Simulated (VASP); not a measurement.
# LiHF2 (R-3m) in VASP: notebook

Runs on LiHF2. Level: LDA. Tasks: single point.

Everything below comes from runs of VASP 6.6.1. Logs are shortened: lines on timing, memory, paths and dates and some standing lists are left out, and cuts for length are marked.

## 1. The cell of the first run

It takes space group R-3m (No. 166, trigonal). Conventional cell: a = 2.886 Å, b = 2.886 Å, c = 12.339 Å, α = 90.00°, β = 90.00°, γ = 120.00°. Li (site symmetry -3m) has 6 F at 1.93 Å within 2.6 Å. H (site symmetry -3m) has 2 F at 1.08 Å within 1.5 Å. F (site symmetry 3m) has 1 H at 1.08 Å within 1.5 Å.

## 2. Single point, LDA (strain -0.0500 x Voigt [0, 0, 1, 0, 0, 0])

Input file INCAR:

```
SYSTEM = LiHF2
PREC = Accurate
ENCUT = 520
EDIFF = 1E-7
ISMEAR = 0
SIGMA = 0.05
LREAL = .False.
LASPH = .True.
NELM = 80
ALGO = Normal
ISIF = 2
LWAVE = .False.
LCHARG = .False.
GGA = CA
NBANDS = 17
```

Input file KPOINTS:

```
Automatic mesh
0
Gamma
  9 9 9
  0 0 0
```

Input file POSCAR:

```
LiHF2
1.0
    1.4427881604      0.8329941328      4.1131304824
   -1.4427881604      0.8329941328      4.1131304824
    0.0000000000     -1.6659882656      4.1131304824
Li H F
1 1 2
Direct
    0.0000000000      0.0000000000      0.0000000000
    0.5000000000      0.5000000000      0.5000000000
    0.4125119035      0.4125119035      0.4125119035
    0.5874880965      0.5874880965      0.5874880965
```

Potentials or basis: VASP PAW LDA potentials, release 64 (Li_sv, H, F).

Started as:

```bash
$ cat potpaw_LDA.64/Li_sv/POTCAR potpaw_LDA.64/H/POTCAR potpaw_LDA.64/F/POTCAR > POTCAR
$ mpirun -np 1 vasp_std > vasp.out
```

OUTCAR:

```text
SYSTEM = LiHF2
   PREC = Accurate
   ENCUT = 520
   EDIFF = 1E-7
   ISMEAR = 0
   LREAL = .False.
   LASPH = .True.
   NELM = 80
   ISIF = 2
   GGA = CA

 ion  position               nearest neighbor table
   1  0.000  0.000  0.000-   4 1.93   4 1.93   3 1.93   3 1.93   4 1.93   3 1.93
   2  0.500  0.500  0.500-   3 1.08   4 1.08
   3  0.413  0.413  0.413-   2 1.08   1 1.93   1 1.93   1 1.93
   4  0.587  0.587  0.587-   2 1.08   1 1.93   1 1.93   1 1.93

  LATTYP: Found a trigonal (rhomboedric) cell.
 ALAT       =     4.4377200527
 COS(alpha) =     0.7885949626

  Lattice vectors:

 A1 = (   1.4427881604,   0.8329941328,   4.1131304824)
 A2 = (  -1.4427881604,   0.8329941328,   4.1131304824)
 A3 = (   0.0000000000,  -1.6659882656,   4.1131304824)

Analysis of symmetry for initial positions (statically):
=====================================================================
 Subroutine PRICEL returns:
 Original cell was already a primitive cell.

 Routine SETGRP: Setting up the symmetry group for a
 trigonal (rhombohedral) supercell.

 Subroutine GETGRP returns: Found 12 space group operations
 (whereof 12 operations were pure point group operations)
 out of a pool of 12 trial point group operations.

The static configuration has the point symmetry D_3d.

Analysis of symmetry for dynamics (positions and initial velocities):
=====================================================================
 Subroutine PRICEL returns:
 Original cell was already a primitive cell.

 Routine SETGRP: Setting up the symmetry group for a
 trigonal (rhombohedral) supercell.

 Subroutine GETGRP returns: Found 12 space group operations
 (whereof 12 operations were pure point group operations)
 out of a pool of 12 trial point group operations.

The dynamic configuration has the point symmetry D_3d.

 Subroutine INISYM returns: Found 12 space group operations
 (whereof 12 operations are pure point group operations),
 and found     1 'primitive' translations

----------------------------------------------------------------------------------------

                                     Primitive cell

  volume of cell :      29.6598

  direct lattice vectors                    reciprocal lattice vectors
     1.442788160  0.832994133  4.113130482     0.346551222  0.200081441  0.081041274
    -1.442788160  0.832994133  4.113130482    -0.346551222  0.200081441  0.081041274
     0.000000000 -1.665988266  4.113130482     0.000000000 -0.400162883  0.081041274

  length of vectors
     4.437720053  4.437720053  4.437720053     0.408286689  0.408286689  0.408286689

  position of ions in fractional coordinates (direct lattice)
     0.000000000  0.000000000  0.000000000
     0.500000000  0.500000000  0.500000000
     0.412511903  0.412511903  0.412511903
     0.587488097  0.587488097  0.587488097

  ion indices of the primitive-cell ions
   primitive index   ion index
                 1           1
                 2           2
                 3           3
                 4           4

----------------------------------------------------------------------------------------

 KPOINTS: Automatic mesh

Automatic generation of k-mesh.
 Grid dimensions read from file:
 generate k-points for:    9    9    9

 Generating k-lattice:

  Cartesian coordinates                     Fractional coordinates (reciprocal lattice)
     0.038505691  0.022231271  0.009004586     0.111111111 -0.000000000  0.000000000
    -0.038505691  0.022231271  0.009004586    -0.000000000  0.111111111  0.000000000
     0.000000000 -0.044462543  0.009004586     0.000000000  0.000000000  0.111111111

  Length of vectors
     0.045365188  0.045365188  0.045365188

  Shift w.r.t. Gamma in fractional coordinates (k-lattice)
     0.000000000  0.000000000  0.000000000

 Subroutine IBZKPT returns following result:
 ===========================================

 Found     85 irreducible k-points:

 Following reciprocal coordinates:
            Coordinates               Weight
  0.000000  0.000000  0.000000      1.000000
  0.111111 -0.000000  0.000000      6.000000
  0.222222 -0.000000  0.000000      6.000000
  0.333333 -0.000000  0.000000      6.000000
  0.444444 -0.000000  0.000000      6.000000
  0.111111  0.111111  0.000000      6.000000
[... 16 lines left out ...]
 -0.333333  0.333333  0.000000      6.000000
  0.444444  0.444444  0.000000      6.000000
 [... further k-points ...]
   k-points           NKPTS =     85   k-points in BZ     NKDIM =     85   number of bands    NBANDS=     17
   number of dos      NEDOS =    301   number of ions     NIONS =      4
   total plane-waves  NPLWV =  46656
   dimension x,y,z NGX =    36 NGY =   36 NGZ =   36
   dimension x,y,z NGXF=    72 NGYF=   72 NGZF=   72
   ions per type =               1   1   2
   NGX,Y,Z   is equivalent  to a cutoff of  13.49, 13.49, 13.49 a.u.
   NGXF,Y,Z  is equivalent  to a cutoff of  26.97, 26.97, 26.97 a.u.
 SYSTEM =  LiHF2
   PREC   = accura    normal or accurate (medium, high low for compatibility)
   ISTART =      0    job   : 0-new  1-cont  2-samecut
   ICHARG =      2    charge: 1-file 2-atom 10-const
   ISPIN  =      1    spin polarized calculation?
   LNONCOLLINEAR =      F non collinear calculations
   LSORBIT =      F    spin-orbit coupling
   LASPH  =      T    aspherical Exc in radial PAW
   ENCUT  =  520.0 eV  38.22 Ry    6.18 a.u.   8.25  8.25  8.25*2*pi/ulx,y,z
   NELM   =     80;   NELMIN=  2; NELMDL= -5     # of ELM steps
   EDIFF  = 0.1E-06   stopping-criterion for ELM
   LREAL  =      F    real-space projection
   EDIFFG = 0.1E-05   stopping-criterion for IOM
   NSW    =      0    number of steps for IOM
   IBRION =     -1    ionic relax: 0-MD 1-quasi-New 2-CG
   NFREE  =      0    steps in history (QN), initial steepest desc. (CG)
   ISIF   =      2    stress and relaxation
   ISYM   =      2    0-nonsym 1-usesym 2-fastsym
   POTIM  = 0.5000    time-step for ionic-motion
   TEBEG  =    0.0;   TEEND  =   0.0 temperature during run
   PSTRESS=    0.0 pullay stress
   NELECT =      18.0000    total number of electrons
   NUPDOWN=      -1.0000    fix difference up-down
   EMIN   =  10.00;   EMAX   =-10.00  energy-range for DOS
   EFERMI =   0.00;   METHOD = LEGACY
   ISMEAR =     0;   SIGMA  =   0.05  broadening in eV -4-tet -1-fermi 0-gaus
   EFERMI_NEDOS =   21; number of points for ismear=-14 and -15
   IALGO  =     38    algorithm
   IMIX   =      4    mixing-type and parameters
     AMIX     =   0.40;   BMIX     =  1.00
     AMIX_MAG =   1.60;   BMIX_MAG =  1.00
  volume/ion in A,a.u.               =       7.41        50.04
  Fermi-wavevector in a.u.,A,eV,Ry     =   1.386042  2.619239 26.138304  1.921111
  Thomas-Fermi vector in A             =   2.510395
   LORBIT       =      0    0 simple, 1 ext, 2 COOP (PROOUT), +10 PAW based schemes
   GGA     = CA    functional components
   LHFCALC =     F    Hartree Fock is set to
   AEXX    =    0.0000 exact exchange contribution
   IVDW    =     0    specifies the selected vdW correction
   LEPSILON=     F    determine dielectric tensor
   LRPA    =     F    only Hartree local field effects (RPA)
 non-spin polarized calculation
 Gauss-broadening in eV      SIGMA  =   0.05
  energy-cutoff  :      520.00
  volume of cell :       29.66
 maximum number of plane-waves:       819
 NGX is ok and might be reduce to    36
   NGX = 17   NGY = 17   NGZ = 17

 number of electron      17.9999999 magnetization

 Free energy of the ion-electron system (eV)
  ---------------------------------------------------
  ext. energy  EPLUGINS =         0.00000000
  ---------------------------------------------------
  free energy    TOTEN  =       -19.68145786 eV

  energy without entropy =      -19.68145786  energy(sigma->0) =      -19.68145786

 E-fermi :  -2.1387     XC(G=0): -10.4036

 val. band max:       -2.3643141095   @ k =   0.4444   0.4444   0.3333
 cond. band min:       6.2609168234   @ k =   0.0000   0.0000   0.0000
 fundamental gap:      8.6252309330
 Fermi energy:        -2.1386951470

 k-point     1 :       0.0000    0.0000    0.0000
  band No.  band energies     occupation
      1     -41.4745      2.00000
      2     -23.7000      2.00000
      3     -21.6305      2.00000
      4      -8.6899      2.00000
      5      -2.9100      2.00000
      6      -2.9100      2.00000
[... 9 lines left out ...]
     16      21.6977      0.00000
     17      21.6977      0.00000

 k-point     2 :       0.1111   -0.0000    0.0000
  band No.  band energies     occupation
      1     -41.4687      2.00000
      2     -23.6570      2.00000
      3     -21.6130      2.00000
      4      -8.6273      2.00000
      5      -3.2901      2.00000
      6      -2.9665      2.00000
[... 9 lines left out ...]
     16      19.2608      0.00000
     17      21.7604      0.00000

 k-point     3 :       0.2222   -0.0000    0.0000
  band No.  band energies     occupation
      1     -41.4540      2.00000
      2     -23.5456      2.00000
      3     -21.5707      2.00000
      4      -8.4685      2.00000
      5      -4.0741      2.00000
      6      -3.2645      2.00000
[... 9 lines left out ...]
     16      18.1590      0.00000
     17      21.7952      0.00000

 k-point     4 :       0.3333   -0.0000    0.0000
  band No.  band energies     occupation
      1     -41.4374      2.00000
      2     -23.4127      2.00000
      3     -21.5241      2.00000
      4      -8.2924      2.00000
      5      -4.8198      2.00000
      6      -3.6921      2.00000
[... 9 lines left out ...]
     16      18.0828      0.00000
     17      21.8015      0.00000
[... 343 lines left out ...]
      1     -41.4218      2.00000
      2     -23.1567      2.00000
      3     -21.6637      2.00000
      4      -7.6931      2.00000
      5      -5.1069      2.00000
      6      -4.2158      2.00000
[... 9 lines left out ...]
     16      18.1315      0.00000
     17      21.3558      0.00000

 k-point    23 :      -0.3333    0.3333    0.0000
  band No.  band energies     occupation
      1     -41.4190      2.00000
      2     -23.1749      2.00000
      3     -21.5936      2.00000
      4      -7.8350      2.00000
      5      -4.8220      2.00000
      6      -4.5630      2.00000
[... 9 lines left out ...]
     16      18.1534      0.00000
     17      22.0441      0.00000

 k-point    24 :       0.4444    0.4444    0.0000
  band No.  band energies     occupation
      1     -41.4265      2.00000
      2     -23.1467      2.00000
      3     -21.7493      2.00000
      4      -7.5287      2.00000
      5      -5.3553      2.00000
      6      -4.0603      2.00000
[... 9 lines left out ...]
     16      17.8258      0.00000
     17      21.6427      0.00000

 [... further k-points ...]
[... 5 lines left out ...]
  --------------------------------------------------------------------------------------
  -------------------------------------------------------------------------------------
  Total        0.1448122      0.1448122      5.1795438      0.0000000      0.0000000      0.0000000
  in kB        7.8225348      7.8225348    279.7910682      0.0000000      0.0000000      0.0000000
  external PRESSURE =      98.4787126 kB  Pullay stress =       0.0000000 kB

 VOLUME and BASIS-vectors are now :
 -----------------------------------------------------------------------------
  energy-cutoff  :      520.00
  volume of cell :       29.66
      direct lattice vectors                 reciprocal lattice vectors
     1.442788160  0.832994133  4.113130482     0.346551222  0.200081441  0.081041274
    -1.442788160  0.832994133  4.113130482    -0.346551222  0.200081441  0.081041274
     0.000000000 -1.665988266  4.113130482     0.000000000 -0.400162883  0.081041274

 POSITION                                       TOTAL-FORCE (eV/Angst)
 -----------------------------------------------------------------------------------
      0.00000      0.00000      0.00000         0.000000      0.000000     -0.000000
      0.00000      0.00000      6.16970         0.000000      0.000000     -0.000000
      0.00000      0.00000      5.09015         0.000000      0.000000     -1.702836
      0.00000      0.00000      7.24925         0.000000     -0.000000      1.702836
 -----------------------------------------------------------------------------------
    total drift:                               -0.000000      0.000000     -0.000000

  FREE ENERGIE OF THE ION-ELECTRON SYSTEM (eV)
  ---------------------------------------------------
  free  energy   TOTEN  =       -19.6814578640 eV

  energy  without entropy=      -19.6814578640  energy(sigma->0) =      -19.68145786
```

Wall time 32 s (1 thread of Intel Xeon 6975P-C (Granite Rapids), shared host); peak memory 0.18 GiB.

What came out:

```yaml
Free_energy: -19.6815 eV
Largest_force: 1.703 eV/Å
Band_gap_on_the_k_mesh: 8.63 eV, indirect (least direct gap 8.68 eV)
```

Forces on the atoms (eV/Å):
```
Li   0.000  0.000  0.000
H    0.000  0.000  0.000
F    0.000  0.000 -1.703
F    0.000  0.000  1.703
```

Levels at points of the mesh, in eV from the valence-band top:
```tsv
k point	band 5	band 6	band 7	band 8	band 9	band 10	band 11	band 12	band 13	band 14
(0.00, 0.00, 0.00)	-0.55	-0.55	-0.29	-0.29	-0.05	8.63	13.29	18.50	20.33	20.33
```

Caveat: the cell differs from its parent crystal (strain -0.0500 x Voigt [0, 0, 1, 0, 0, 0]); the cutoff is under 1.25 times the usual one of these potentials, so pressure, stress and relaxed cells hold a basis-set (Pulay) error; forces of over 1 eV/Å act on the atoms, so gaps and moduli don't describe the material at rest.

## 3. Single point, LDA (strain -0.0250 x Voigt [0, 0, 1, 0, 0, 0])

Input file INCAR:

```
PREC = Accurate
ENCUT = 520
EDIFF = 1E-6
ISMEAR = 0
SIGMA = 0.05
LREAL = F
LASPH = T
NELM = 80
ALGO = Normal
ISIF = 2
LWAVE = F
LCHARG = F
GGA = CA
NBANDS = 17
```

Input file KPOINTS:

```
regular mesh
0
Gamma
  9 9 9
```

Input file POSCAR:

```
LiHF2
1.0
    1.4427881604      0.8329941328      4.2213707582
   -1.4427881604      0.8329941328      4.2213707582
    0.0000000000     -1.6659882656      4.2213707582
Li H F
1 1 2
Direct
    0.0000000000      0.0000000000      0.0000000000
    0.5000000000      0.5000000000      0.5000000000
    0.4125119035      0.4125119035      0.4125119035
    0.5874880965      0.5874880965      0.5874880965
```

Potentials or basis: VASP PAW LDA potentials, release 64 (Li_sv, H, F).

Started as:

```bash
$ cat potpaw_LDA.64/Li_sv/POTCAR potpaw_LDA.64/H/POTCAR potpaw_LDA.64/F/POTCAR > POTCAR
$ mpirun -np 1 vasp_std > vasp.out
```

Wall time 28 s (1 thread of Intel Xeon 6975P-C (Granite Rapids), shared host); peak memory 0.17 GiB.

Results (log left out):

- Free energy: -19.7836 eV
- Largest force: 0.812 eV/Å
- Band gap on the k mesh: 8.44 eV, indirect (least direct gap 8.62 eV)

Forces on the atoms (eV/Å):
```
Li   0.000  0.000  0.000
H    0.000  0.000  0.000
F    0.000  0.000 -0.812
F    0.000  0.000  0.812
```

Levels at points of the mesh, in eV from the valence-band top:
| k point | band 6 | band 7 | band 8 | band 9 | band 10 | band 11 | band 12 | band 13 |
| --- | --- | --- | --- | --- | --- | --- | --- | --- |
| (0.00, 0.00, 0.00) | -0.47 | -0.25 | -0.25 | -0.19 | 8.44 | 13.12 | 17.89 | 19.42 |

Caveat: the cell differs from its parent crystal (strain -0.0250 x Voigt [0, 0, 1, 0, 0, 0]); the cutoff is under 1.25 times the usual one of these potentials, so pressure, stress and relaxed cells hold a basis-set (Pulay) error. A k mesh can miss the band edges.

## 4. Single point, LDA (strain +0.0250 x Voigt [0, 0, 1, 0, 0, 0])

Input file INCAR:

```
PREC = Accurate
ENCUT = 520
EDIFF = 1E-6
ISMEAR = 0
SIGMA = 0.05
LREAL = F
LASPH = T
NELM = 100
ALGO = Normal
ISIF = 2
LWAVE = F
LCHARG = T
LELF = T
LVHAR = T
NBANDS = 17
```

KPOINTS is that of step 3.

Input file POSCAR:

```
LiHF2
1.0
    1.4427881604      0.8329941328      4.4378513100
   -1.4427881604      0.8329941328      4.4378513100
    0.0000000000     -1.6659882656      4.4378513100
Li H F
1 1 2
Direct
    0.0000000000      0.0000000000      0.0000000000
    0.5000000000      0.5000000000      0.5000000000
    0.4125119035      0.4125119035      0.4125119035
    0.5874880965      0.5874880965      0.5874880965
```

Started as:

```bash
$ cat potpaw_LDA.64/Li_sv/POTCAR potpaw_LDA.64/H/POTCAR potpaw_LDA.64/F/POTCAR > POTCAR
$ mpirun -np 1 vasp_std > vasp.out
```

It took 28 s on 1 thread of Intel Xeon 6975P-C (Granite Rapids), shared host; peak memory 0.18 GiB.

It converged, with:

```
Free energy            : -19.8009 eV
Largest force          : 0.476 eV/Å
Band gap on the k mesh : 7.97 eV, indirect (least direct gap 8.16 eV)
```

Forces in eV/Å, atoms in the order of the input:
```
Li   0.000  0.000  0.000
H    0.000  0.000  0.000
F    0.000  0.000  0.476
F    0.000  0.000 -0.476
```

Levels at points of the mesh, in eV from the valence-band top:
```
           k point  band 5  band 6  band 7  band 8  band 9  band 10  band 11  band 12  band 13  band 14
(0.00, 0.00, 0.00)   -0.44   -0.34   -0.34   -0.19   -0.19     7.97    12.79    16.54    18.07    20.27
```

Caveat: the cell differs from its parent crystal (strain +0.0250 x Voigt [0, 0, 1, 0, 0, 0]); the cutoff is under 1.25 times the usual one of these potentials, so pressure, stress and relaxed cells hold a basis-set (Pulay) error. A k mesh can miss the band edges.

## 5. Overview

```csv
cell,gap on the mesh (eV),largest force (eV/Å)
"a = 4.438 Å, angles 37.9°, 4 atoms",8.63,1.70
"a = 4.538 Å, angles 37.1°, 4 atoms",8.44,0.81
"a = 4.740 Å, angles 35.4°, 4 atoms",7.97,0.48
```

Alike in all rows: task single point; level LDA; potentials or basis VASP PAW LDA potentials, release 64 (Li_sv, H, F); no spin polarisation; k mesh 9 × 9 × 9; cutoff (eV) 520; smearing gaussian 0.05 eV.

Caveats: the cutoff is under 1.25 times the usual one of these potentials, so pressure, stress and relaxed cells hold a basis-set (Pulay) error; forces of over 1 eV/Å act on the atoms, so gaps and moduli don't describe the material at rest (some runs).

Absolute energies hang on the potentials; compare differences alone.
